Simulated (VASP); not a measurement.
A run of VASP 6.6.1 is set up as follows.

INCAR

```
PREC = Accurate ; ENCUT = 690
EDIFF = 1E-6 ; ISMEAR = -1
SIGMA = 0.08 ; LREAL = F
LASPH = T ; NELM = 120
ALGO = Normal ; ISIF = 2
LWAVE = F ; LCHARG = T
GGA = PE ; LELF = T
LVHAR = T ; NBANDS = 29
GGA_COMPAT = F
```

The input KPOINTS:

```
Automatic mesh
0
Gamma
  12 12 7
```

File POSCAR:

```
CoSi
1.0
    2.7868112281      0.0000000000      0.0000000000
   -1.3934056141      2.4134493191      0.0000000000
    0.0000000000      0.0000000000      4.7306894408
Co Si
2 2
Direct
    0.0000000000      0.0000000000      0.0000000000
    0.0000000000      0.0000000000      0.5000000000
    0.3333333333      0.6666666667      0.2500000000
    0.6666666667      0.3333333333      0.7500000000
```

Potentials or basis: VASP PAW PBE potentials, release 64 (Co_sv, Si).

The run is started by

```bash
$ cat potpaw_PBE.64/Co_sv/POTCAR potpaw_PBE.64/Si/POTCAR > POTCAR
$ mpirun -np 1 vasp_std > vasp.out
```

Question: Predict the band gap on the k mesh.

Answer: Zero (bands 21 and 22 overlap by 3.25 eV).

Question: What does it give for the pressure?

Answer: 200.9 GPa.

Stress tensor (GPa, compression positive):
```
200.83   0.00   0.00
  0.00 200.83   0.00
  0.00   0.00 201.17
```

Caveat: the cell stands under pressure. Spin polarisation is off, so any magnetic state and its effect on volume and gap are missing.
